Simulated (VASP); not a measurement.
# Mg2ZnS3 (I-4m2) in VASP: further runs

The runs below take Mg2ZnS3 through single point, relaxation of cell and atoms, with PBE.

Everything below comes from runs of VASP 6.6.1. Logs are shortened: lines on timing, memory, paths and dates and some standing lists are left out, and cuts for length are marked.

### 1 The cell of the first run

It takes space group I-4m2 (No. 119, tetragonal). The conventional cell has a = 3.964 Å, b = 3.964 Å, c = 16.876 Å, α = 90.00°, β = 90.00°, γ = 90.00°. Mg (site symmetry 2mm) has 4 S at 2.45 to 2.46 Å within 3.2 Å. Within 3.1 Å of Zn (site symmetry -4m2) lie 4 S at 2.38 Å. Within 3.1 Å of S (site symmetry 2mm) lie 2 Zn at 2.38 Å and 2 Mg at 2.45 Å. S (site symmetry -4m2) has 4 Mg at 2.46 Å within 3.2 Å.

### 2 Single point, PBE

INCAR

```
SYSTEM = Mg2ZnS3
PREC     = Accurate       ! precision mode
ENCUT    = 520            ! plane-wave cutoff, eV
EDIFF    = 1E-7           ! SCF threshold, eV
ISMEAR   = 0              ! smearing method
SIGMA    = 0.02           ! smearing width, eV
LREAL    = .False.        ! projectors in reciprocal space
LASPH    = .True.         ! aspherical terms in the spheres
NELM     = 80             ! most SCF steps
ALGO     = Normal         ! electronic algorithm
ISIF     = 2              ! what is computed and relaxed
LWAVE    = .False.        ! write WAVECAR
LCHARG   = .True.         ! write CHGCAR
GGA      = PE             ! functional
LELF     = .True.         ! ELF
LVHAR    = .True.       
NBANDS   = 26             ! bands
```

KPOINTS

```
Automatic mesh
0
Gamma
  8 8 8
  0 0 0
```

POSCAR

```
Mg2ZnS3
1.0
   -1.9818713302      1.9818713302      8.4380805290
    1.9818713302     -1.9818713302      8.4380805290
    1.9818713302      1.9818713302     -8.4380805290
Mg Zn S
2 1 3
Direct
    0.8361129367      0.8361129367      0.0000000000
    0.1638870633      0.1638870633      0.0000000000
    0.5000000000      0.5000000000      0.0000000000
    0.4219363869      0.9219363869      0.5000000000
    0.0780636131      0.5780636131      0.5000000000
    0.7500000000      0.2500000000      0.5000000000
```

Potentials or basis: VASP PAW PBE potentials, release 64 (Mg, Zn, S).

Started as:

```bash
$ cat potpaw_PBE.64/Mg/POTCAR potpaw_PBE.64/Zn/POTCAR potpaw_PBE.64/S/POTCAR > POTCAR
$ mpirun -np 1 vasp_std > vasp.out
```

OUTCAR:

```text
SYSTEM = Mg2ZnS3
   PREC = Accurate
   ENCUT = 520
   EDIFF = 1E-7
   ISMEAR = 0
   LREAL = .False.
   LASPH = .True.
   NELM = 80
   ISIF = 2
   GGA = PE

 ion  position               nearest neighbor table
   1  0.836  0.836  0.000-   4 2.45   4 2.45   6 2.46   6 2.46
   2  0.164  0.164  0.000-   5 2.45   5 2.45   6 2.46   6 2.46
   3  0.500  0.500  0.000-   5 2.38   4 2.38   5 2.38   4 2.38
   4  0.422  0.922  0.500-   3 2.38   3 2.38   1 2.45   1 2.45
   5  0.078  0.578  0.500-   3 2.38   3 2.38   2 2.45   2 2.45
   6  0.750  0.250  0.500-   1 2.46   2 2.46   1 2.46   2 2.46

  LATTYP: Found a body centered tetragonal cell.
 ALAT       =     3.9637426604
 C/A-ratio  =     4.2576328748

  Lattice vectors:

 A1 = (  -1.9818713302,   1.9818713302,   8.4380805290)
 A2 = (   1.9818713302,  -1.9818713302,   8.4380805290)
 A3 = (   1.9818713302,   1.9818713302,  -8.4380805290)

Analysis of symmetry for initial positions (statically):
=====================================================================
 Subroutine PRICEL returns:
 Original cell was already a primitive cell.

 Routine SETGRP: Setting up the symmetry group for a
 body centered tetragonal supercell.

 Subroutine GETGRP returns: Found  8 space group operations
 (whereof  8 operations were pure point group operations)
 out of a pool of 16 trial point group operations.

The static configuration has the point symmetry D_2d.

Analysis of symmetry for dynamics (positions and initial velocities):
=====================================================================
 Subroutine PRICEL returns:
 Original cell was already a primitive cell.

 Routine SETGRP: Setting up the symmetry group for a
 body centered tetragonal supercell.

 Subroutine GETGRP returns: Found  8 space group operations
 (whereof  8 operations were pure point group operations)
 out of a pool of 16 trial point group operations.

The dynamic configuration has the point symmetry D_2d.

 Subroutine INISYM returns: Found  8 space group operations
 (whereof  8 operations are pure point group operations),
 and found     1 'primitive' translations

----------------------------------------------------------------------------------------

                                     Primitive cell

  volume of cell :     132.5728

  direct lattice vectors                    reciprocal lattice vectors
    -1.981871330  1.981871330  8.438080529     0.000000000  0.252286812  0.059255182
     1.981871330 -1.981871330  8.438080529     0.252286812  0.000000000  0.059255182
     1.981871330  1.981871330 -8.438080529     0.252286812  0.252286812  0.000000000

  length of vectors
     8.891390833  8.891390833  8.891390833     0.259152102  0.259152102  0.356787431

  position of ions in fractional coordinates (direct lattice)
     0.836112937  0.836112937  0.000000000
     0.163887063  0.163887063  0.000000000
     0.500000000  0.500000000  0.000000000
     0.421936387  0.921936387  0.500000000
     0.078063613  0.578063613  0.500000000
     0.750000000  0.250000000  0.500000000

  ion indices of the primitive-cell ions
   primitive index   ion index
                 1           1
                 2           2
                 3           3
                 4           4
                 5           5
                 6           6

----------------------------------------------------------------------------------------

 KPOINTS: Automatic mesh

Automatic generation of k-mesh.
 Grid dimensions read from file:
 generate k-points for:    8    8    8

 Generating k-lattice:

  Cartesian coordinates                     Fractional coordinates (reciprocal lattice)
     0.000000000  0.031535852  0.007406898     0.125000000  0.000000000 -0.000000000
     0.031535852  0.000000000  0.007406898     0.000000000  0.125000000 -0.000000000
     0.031535852  0.031535852  0.000000000     0.000000000  0.000000000  0.125000000

  Length of vectors
     0.032394013  0.032394013  0.044598429

  Shift w.r.t. Gamma in fractional coordinates (k-lattice)
     0.000000000  0.000000000  0.000000000

 Subroutine IBZKPT returns following result:
 ===========================================

 Found     59 irreducible k-points:

 Following reciprocal coordinates:
            Coordinates               Weight
  0.000000  0.000000  0.000000      1.000000
  0.125000 -0.000000  0.000000      8.000000
  0.250000 -0.000000  0.000000      8.000000
  0.375000  0.000000 -0.000000      8.000000
  0.500000 -0.000000  0.000000      4.000000
  0.125000  0.125000  0.000000      8.000000
[... 16 lines left out ...]
  0.250000  0.125000  0.125000     16.000000
  0.375000  0.125000  0.125000      8.000000
 [... further k-points ...]
   k-points           NKPTS =     59   k-points in BZ     NKDIM =     59   number of bands    NBANDS=     26
   number of dos      NEDOS =    301   number of ions     NIONS =      6
   total plane-waves  NPLWV = 343000
   dimension x,y,z NGX =    70 NGY =   70 NGZ =   70
   dimension x,y,z NGXF=   140 NGYF=  140 NGZF=  140
   ions per type =               2   1   3
   NGX,Y,Z   is equivalent  to a cutoff of  13.09, 13.09, 13.09 a.u.
   NGXF,Y,Z  is equivalent  to a cutoff of  26.18, 26.18, 26.18 a.u.
 SYSTEM =  Mg2ZnS3
   PREC   = accura    normal or accurate (medium, high low for compatibility)
   ISTART =      0    job   : 0-new  1-cont  2-samecut
   ICHARG =      2    charge: 1-file 2-atom 10-const
   ISPIN  =      1    spin polarized calculation?
   LNONCOLLINEAR =      F non collinear calculations
   LSORBIT =      F    spin-orbit coupling
   LASPH  =      T    aspherical Exc in radial PAW
   ENCUT  =  520.0 eV  38.22 Ry    6.18 a.u.  16.53 16.53 16.53*2*pi/ulx,y,z
   NELM   =     80;   NELMIN=  2; NELMDL= -5     # of ELM steps
   EDIFF  = 0.1E-06   stopping-criterion for ELM
   LREAL  =      F    real-space projection
   EDIFFG = 0.1E-05   stopping-criterion for IOM
   NSW    =      0    number of steps for IOM
   IBRION =     -1    ionic relax: 0-MD 1-quasi-New 2-CG
   NFREE  =      0    steps in history (QN), initial steepest desc. (CG)
   ISIF   =      2    stress and relaxation
   ISYM   =      2    0-nonsym 1-usesym 2-fastsym
   POTIM  = 0.5000    time-step for ionic-motion
   TEBEG  =    0.0;   TEEND  =   0.0 temperature during run
   PSTRESS=    0.0 pullay stress
   NELECT =      34.0000    total number of electrons
   NUPDOWN=      -1.0000    fix difference up-down
   EMIN   =  10.00;   EMAX   =-10.00  energy-range for DOS
   EFERMI =   0.00;   METHOD = LEGACY
   ISMEAR =     0;   SIGMA  =   0.02  broadening in eV -4-tet -1-fermi 0-gaus
   EFERMI_NEDOS =   21; number of points for ismear=-14 and -15
   IALGO  =     38    algorithm
   IMIX   =      4    mixing-type and parameters
     AMIX     =   0.40;   BMIX     =  1.00
     AMIX_MAG =   1.60;   BMIX_MAG =  1.00
  volume/ion in A,a.u.               =      22.10       149.11
  Fermi-wavevector in a.u.,A,eV,Ry     =   1.040119  1.965540 14.719424  1.081847
  Thomas-Fermi vector in A             =   2.174680
   LORBIT       =      0    0 simple, 1 ext, 2 COOP (PROOUT), +10 PAW based schemes
   GGA     = PE    functional components
   LHFCALC =     F    Hartree Fock is set to
   AEXX    =    0.0000 exact exchange contribution
   IVDW    =     0    specifies the selected vdW correction
   LEPSILON=     F    determine dielectric tensor
   LRPA    =     F    only Hartree local field effects (RPA)
 non-spin polarized calculation
 Gauss-broadening in eV      SIGMA  =   0.02
  energy-cutoff  :      520.00
  volume of cell :      132.57
 maximum number of plane-waves:      3647
 NGX is ok and might be reduce to    70
   NGX = 33   NGY = 33   NGZ = 33

 number of electron      33.9999993 magnetization

 Free energy of the ion-electron system (eV)
  ---------------------------------------------------
  ext. energy  EPLUGINS =         0.00000000
  ---------------------------------------------------
  free energy    TOTEN  =       -23.74682228 eV

  energy without entropy =      -23.74682228  energy(sigma->0) =      -23.74682228

 E-fermi :   1.4212     XC(G=0):  -8.6945

 val. band max:        1.3000617141   @ k =   0.0000   0.0000   0.0000
 cond. band min:       4.0776594310   @ k =   0.0000   0.0000   0.0000
 fundamental gap:      2.7775977170
 Fermi energy:         1.4212102374

 k-point     1 :       0.0000    0.0000    0.0000
  band No.  band energies     occupation
      1     -10.5670      2.00000
      2      -9.8366      2.00000
      3      -9.7700      2.00000
      4      -4.2375      2.00000
      5      -4.2375      2.00000
      6      -4.1450      2.00000
[... 18 lines left out ...]
     25       8.7167      0.00000
     26      10.2217      0.00000

 k-point     2 :       0.1250   -0.0000    0.0000
  band No.  band energies     occupation
      1     -10.5012      2.00000
      2      -9.8460      2.00000
      3      -9.7183      2.00000
      4      -4.2392      2.00000
      5      -4.2347      2.00000
      6      -4.1075      2.00000
[... 18 lines left out ...]
     25       8.9131      0.00000
     26       9.3927      0.00000

 k-point     3 :       0.2500   -0.0000    0.0000
  band No.  band energies     occupation
      1     -10.3226      2.00000
      2      -9.8318      2.00000
      3      -9.6431      2.00000
      4      -4.2277      2.00000
      5      -4.2226      2.00000
      6      -4.0539      2.00000
[... 572 lines left out ...]
 k-point    23 :       0.2500    0.1250    0.1250
  band No.  band energies     occupation
      1      -9.9185      2.00000
      2      -9.7168      2.00000
      3      -9.5135      2.00000
      4      -4.1841      2.00000
      5      -4.1332      2.00000
      6      -4.0354      2.00000
[... 18 lines left out ...]
     25       9.5392      0.00000
     26       9.8517      0.00000

 k-point    24 :       0.3750    0.1250    0.1250
  band No.  band energies     occupation
      1      -9.7808      2.00000
      2      -9.7475      2.00000
      3      -9.5016      2.00000
      4      -4.1772      2.00000
      5      -4.0871      2.00000
      6      -4.0622      2.00000
[... 18 lines left out ...]
     25       9.6049      0.00000
     26       9.8821      0.00000

 [... further k-points ...]

------------------------ aborting loop because EDIFF is reached ----------------------------------------

  FORCE on cell =-STRESS in cart. coord.  units (eV):
  Direction    XX          YY          ZZ          XY          YZ          ZX
  --------------------------------------------------------------------------------------
  -------------------------------------------------------------------------------------
  Total       -0.0336024     -0.0336024     -0.0216826      0.0000000     -0.0000000      0.0000000
  in kB       -0.4060934     -0.4060934     -0.2620398      0.0000000     -0.0000000      0.0000000
  external PRESSURE =      -0.3580756 kB  Pullay stress =       0.0000000 kB

 VOLUME and BASIS-vectors are now :
 -----------------------------------------------------------------------------
  energy-cutoff  :      520.00
  volume of cell :      132.57
      direct lattice vectors                 reciprocal lattice vectors
    -1.981871330  1.981871330  8.438080529     0.000000000  0.252286812  0.059255182
     1.981871330 -1.981871330  8.438080529     0.252286812  0.000000000  0.059255182
     1.981871330  1.981871330 -8.438080529     0.252286812  0.252286812  0.000000000

 POSITION                                       TOTAL-FORCE (eV/Angst)
 -----------------------------------------------------------------------------------
      0.00000      0.00000     14.11038         0.000000     -0.000000     -0.001130
      0.00000      0.00000      2.76578         0.000000     -0.000000      0.001130
      0.00000      0.00000      8.43808         0.000000     -0.000000     -0.000000
      1.98187      0.00000      7.12067        -0.000000      0.000000     -0.023369
      1.98187      0.00000      1.31741        -0.000000      0.000000      0.023369
     -0.00000      1.98187      4.21904         0.000000     -0.000000      0.000000
 -----------------------------------------------------------------------------------
    total drift:                               -0.000000      0.000000      0.000000

  FREE ENERGIE OF THE ION-ELECTRON SYSTEM (eV)
  ---------------------------------------------------
  free  energy   TOTEN  =       -23.7468222844 eV

  energy  without entropy=      -23.7468222844  energy(sigma->0) =      -23.74682228
```

It took 25 min on 1 thread of Oxide Virtual Turin-like, shared host; peak memory 0.77 GiB.

Results:

- Free energy: -23.7468 eV
- Pressure: 0.0 GPa
- Largest force: 0.023 eV/Å
- Band gap on the k mesh: 2.78 eV

Forces on the atoms (eV/Å):
```
Mg   0.000  0.000 -0.001
Mg   0.000  0.000  0.001
Zn   0.000  0.000  0.000
S    0.000  0.000 -0.023
S    0.000  0.000  0.023
S    0.000  0.000  0.000
```

### 3 Relaxation of cell and atoms, PBE

INCAR

```
SYSTEM = Mg2ZnS3
ALGO = Normal
EDIFF = 1E-7
EDIFFG = -0.01
ENCUT = 600
GGA = PE
IBRION = 2
ISIF = 3
ISMEAR = 0
LASPH = .TRUE.
LCHARG = .FALSE.
LREAL = .FALSE.
LWAVE = .FALSE.
NELM = 80
NSW = 100
PREC = Accurate
SIGMA = 0.02
```

KPOINTS

```
k-points
0
G
  8 8 8
  0 0 0
```

POSCAR is that of step 2.

Potentials or basis: VASP PAW PBE potentials, release 64 (Mg, Zn, S).

Started as:

```bash
$ cat potpaw_PBE.64/Mg/POTCAR potpaw_PBE.64/Zn/POTCAR potpaw_PBE.64/S/POTCAR > POTCAR
$ mpirun -np 1 vasp_std > vasp.out
```

Run time: 36 min. Hardware: 1 thread of Oxide Virtual Turin-like, shared host; peak memory 0.9 GiB.

Results (log left out):

| Item | Value |
| --- | --- |
| Free energy | -23.7477 eV |
| Relaxed volume | 22.08 Å³/atom |
| Relaxed cell | a = 8.891 Å, b = 8.891 Å, c = 8.891 Å, α = 154.25°, β = 154.25°, γ = 36.74° |
| Space group after relaxing (to 0.1 Å) | I-4m2 (No. 119) |
| Energy gained by relaxing | 0.0 meV/atom |
| Ionic steps | 3 |
| Pressure after relaxing | 0.0 GPa |
| Largest force after relaxing | 0.009 eV/Å |
| Band gap on the k mesh | 2.78 eV |

Forces in eV/Å, atoms in the order of the input:
```
Mg   0.000  0.000 -0.009
Mg   0.000  0.000  0.009
Zn   0.000  0.000  0.000
S    0.000  0.000 -0.004
S    0.000  0.000  0.004
S    0.000  0.000  0.000
```

Final structure:
```
CELL_PARAMETERS angstrom
-1.98138 1.98138 8.43759
1.98138 -1.98138 8.43759
1.98138 1.98138 -8.43759
ATOMIC_POSITIONS crystal
Mg 0.83611 0.83611 0.00000
Mg 0.16389 0.16389 0.00000
Zn 0.50000 0.50000 0.00000
S 0.42182 0.92182 0.50000
S 0.07818 0.57818 0.50000
S 0.75000 0.25000 0.50000
```

Levels at points of the mesh, in eV from the valence-band top:
```tsv
k point	band 14	band 15	band 16	band 17	band 18	band 19	band 20	band 21
(0.00, 0.00, 0.00)	-0.95	-0.01	0.00	0.00	2.78	4.34	4.44	5.07
(0.50, 0.00, 0.00)	-0.58	-0.52	-0.50	-0.49	4.00	5.44	5.79	6.54
(0.50, 0.50, 0.00)	-1.71	-1.70	-1.41	-1.39	3.69	4.80	4.82	5.04
(0.50, 0.50, 0.50)	-0.66	-0.66	-0.19	-0.19	3.68	3.90	4.47	5.20
```

A k mesh can miss the band edges.
